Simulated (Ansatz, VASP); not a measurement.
NaH in VASP and in Ansatz

POSCAR

```
NaH
1.0
    0.0000000000      2.4236773474      2.6260544059
    2.4236773474      0.0000000000      2.6260544059
    2.4236773474      2.4236773474      0.0000000000
Na H
1 1
Direct
    0.0000000000      0.0000000000      0.0000000000
    0.5000000000      0.5000000000      0.5000000000
```

The input INCAR.step1:

```
SYSTEM = NaH
PREC = Accurate ; ENCUT = 520
ISMEAR = -1 ; SIGMA = 0.2
LREAL = .FALSE. ; LASPH = .TRUE.
NELM = 80 ; NBANDS = 11
GGA = PE ; ALGO = Normal
EDIFF = 1E-4 ; LWAVE = .TRUE.
LCHARG = .FALSE.
```

The input INCAR.step2:

```
SYSTEM = NaH
PREC = Accurate ; ENCUT = 520
EDIFF = 1E-7 ; ISMEAR = -1
SIGMA = 0.2 ; LREAL = .FALSE.
LASPH = .TRUE. ; NELM = 80
ALGO = Normal ; ISIF = 2
LWAVE = .FALSE. ; LCHARG = .TRUE.
METAGGA = R2SCAN ; LMIXTAU = .TRUE.
LELF = .TRUE. ; LVHAR = .TRUE.
NBANDS = 11 ; ISTART = 1
```

KPOINTS

```
Automatic mesh
0
G
  10 10 10
  0 0 0
```

Input for Ansatz:

```yaml
crystal:
  lattice:
    - [0.0, 2.4236773474, 2.6260544059]
    - [2.4236773474, 0.0, 2.6260544059]
    - [2.4236773474, 2.4236773474, 0.0]
  atoms:
    - { symbol: Na, position: [0.0, 0.0, 0.0] }
    - { symbol: H, position: [0.5, 0.5, 0.5] }
basis:
  ecutwfc: 520.0
kpoints:
  mp_grid: { grid: [10, 10, 10] }
hamiltonian:
  xc: r2scan
scf:
  occupations: { method: fermi_dirac, width: 0.2 }
output:
  forces: true
  stress: true
  eigenvalues: true
```

Alike in both runs: task single point; functional r2SCAN; k mesh 10 × 10 × 10; occupations fermi-dirac, width 0.2 eV; no spin polarisation.

```csv
,VASP,Ansatz
version,VASP 6.6.1,Ansatz 0.2.0
potentials or method,"VASP PAW PBE potentials, release 64 (Na_pv, H), cutoff 520 eV","scalar-relativistic, plane waves, PAW"
valence electrons in the cell,8,10
```

|  | VASP | Ansatz | Ansatz less VASP |
| --- | --- | --- | --- |
| gap on the k mesh at the Fermi level (eV) | 4.17 | 4.16 | -0.012 |
| least direct gap on the mesh (eV) | 4.84 | 4.83 | -0.010 |
| pressure (GPa) | -2.2 | -2.0 | +0.19 |
| traceless stress, the component that is largest in VASP (GPa) | -1.01 | -1.04 | -0.027 |

VASP's potentials were made for PBE, not for r2SCAN. With one functional, cell and mesh, what is left measures potentials, basis and numerics. VASP's potentials hold 8 valence electrons a cell and Ansatz's 10, so a difference there can come from the potentials and not from the codes.
